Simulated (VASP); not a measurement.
The system is ZnO.

```xyz
6
Lattice="4.3009 0.0000 0.0000 0.0000 4.3009 0.0000 0.0000 0.0000 4.3009" Properties=species:S:1:pos:R:3 pbc="T T T"
Zn    2.1504    0.0000    0.0000
Zn    0.0000    2.1504    0.0000
Zn    0.0000    0.0000    2.1504
O     0.0000    2.1504    2.1504
O     2.1504    0.0000    2.1504
O     2.1504    2.1504    0.0000
```

| Quantity | Value |
| --- | --- |
| Program | VASP 6.6.1 |
| Task | relaxation of cell and atoms |
| Functional | PBE |
| Potentials or basis | VASP PAW PBE potentials, release 64 (Zn, O) |
| Cutoff | 600 eV |
| k mesh | 4 × 4 × 4 |
| Occupations | gaussian, width 0.1 eV |
| Spin | no spin polarisation |

At the start: pressure -12.2 GPa; volume 13.26 Å³/atom.

Problem. How do energy, volume and symmetry change on relaxing?

Solution. Over 3 steps the energy falls by 74.2 meV/atom and the volume is 11.55 Å³/atom (-12.9 %); space group Pm-3m (No. 221, to 0.05 Å).

The path:
```csv
step,energy change (eV),largest force (eV/Å),pressure (GPa),volume (Å³)
1,0.0000,0.0000,-12.21,79.55
2,-0.4409,0.0000,1.54,68.48
3,-0.4449,0.0000,0.08,69.30
```

Final structure:
```cif
data_structure
_symmetry_space_group_name_H-M 'P 1'
_symmetry_Int_Tables_number 1
_cell_length_a 4.1075
_cell_length_b 4.1075
_cell_length_c 4.1075
_cell_angle_alpha 90.000
_cell_angle_beta 90.000
_cell_angle_gamma 90.000
_cell_volume 69.30
loop_
_atom_site_label
_atom_site_type_symbol
_atom_site_fract_x
_atom_site_fract_y
_atom_site_fract_z
_atom_site_occupancy
Zn1 Zn 0.50000 0.00000 0.00000 1
Zn2 Zn 0.00000 0.50000 0.00000 1
Zn3 Zn 0.00000 0.00000 0.50000 1
O1 O 0.00000 0.50000 0.50000 1
O2 O 0.50000 0.00000 0.50000 1
O3 O 0.50000 0.50000 0.00000 1
```

Caveat: the k points lie up to 0.38 Å⁻¹ apart in the final cell.
